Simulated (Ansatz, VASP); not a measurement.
**Cu3O2 in VASP and in Ansatz**

```
Cu O
1.0
    -2.03334    2.03334    3.67072
     2.03334   -2.03334    3.67072
     2.03334    2.03334   -3.67072
Cu O
3 2
Direct
  0.25000 0.75000 0.50000
  0.75000 0.25000 0.50000
  0.00000 0.00000 0.00000
  0.00000 0.50000 0.50000
  0.50000 0.00000 0.50000
```

Alike in both runs: functional PBE; k mesh 12 × 12 × 12; occupations gaussian, width 0.1 eV; no spin polarisation.

Ansatz relaxed the structure, and its values are those at the end. VASP's run is a single point on that final structure, the one shown.

```csv
,VASP,Ansatz
version,VASP 6.6.1,Ansatz 0.2.0
potentials or method,"VASP PAW PBE potentials, release 64 (Cu, O), cutoff 520 eV","scalar-relativistic, plane waves, PAW"
valence electrons in the cell,45,69
```

Ansatz gave:

| Item | Value |
| --- | --- |
| gap on the k mesh at the Fermi level (eV) | none |
| pressure (GPa) | 0.0 |

Task: What did VASP give for the same quantities?

Result: gap on the k mesh at the Fermi level (eV): none; pressure (GPa): 0.7.

A gap of «none» marks a metal or a gap that the smearing closes. The functional is the same, so the differences come from potentials, cutoffs and numerics. VASP's potentials hold 45 valence electrons a cell and Ansatz's 69, so a difference there can come from the potentials and not from the codes.
